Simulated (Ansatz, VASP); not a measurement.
**One calculation of TiC3, two programs**

```xyz
4
Lattice="3.7739 0.0000 0.0000 -1.8870 3.2683 0.0000 0.0000 0.0000 4.0548" Properties=species:S:1:pos:R:3 pbc="T T T"
Ti    0.0000    0.0000    0.0000
C     0.0000    0.0000    2.0274
C     0.0000    2.1789    0.0000
C     1.8870    1.0894    0.0000
```

Alike in both runs: functional PBE; k mesh 12 × 12 × 12; occupations gaussian, width 0.1 eV; no spin polarisation.

Ansatz relaxed the structure, and its values are those at the end. VASP's run is a single point on that final structure, the one shown.

```csv
,VASP,Ansatz
version,VASP 6.6.1,Ansatz 0.2.0
potentials or method,"VASP PAW PBE potentials, release 64 (Ti_sv, C), cutoff 520 eV","scalar-relativistic, plane waves, PAW"
valence electrons in the cell,24,24
```

```tsv
	VASP	Ansatz	Ansatz less VASP
gap on the k mesh at the Fermi level (eV)	none	none	-
pressure (GPa)	0.0	0.0	+0.04
```

A gap of «none» marks a metal or a gap that the smearing closes. The functional is the same, so the differences come from potentials, cutoffs and numerics.
